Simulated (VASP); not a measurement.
# La: single point with LDA

The system is La.

```
La
1.0
     2.71069    0.00000    0.00000
     0.00000    2.71069    0.00000
     0.00000    0.00000    2.71069
La
1
Direct
  0.00000 0.00000 0.00000
```

- Program: VASP 6.6.1
- Task: single point
- Functional: LDA
- Potentials or basis: VASP PAW LDA potentials, release 64 (La)
- Cutoff: 520 eV
- k mesh: 13 × 13 × 13
- Occupations: gaussian, width 0.05 eV
- Spin: no spin polarisation

```
Pressure : 44.9 GPa
```

Levels at points of the mesh, in eV from the Fermi level:
```csv
k point,band 3,band 4,band 5,band 6,band 7,band 8
"(0.00, 0.00, 0.00)",-13.41,-13.41,-2.53,-2.53,-1.05,2.90
```

Run time: 6.1 s on 1 thread of Intel(R) Xeon(R) 6975P-C (Granite Rapids), with other jobs on the host, peak memory 0.14 GiB.

Caveat: spin-orbit coupling is left out, which moves the levels of the heavy elements.
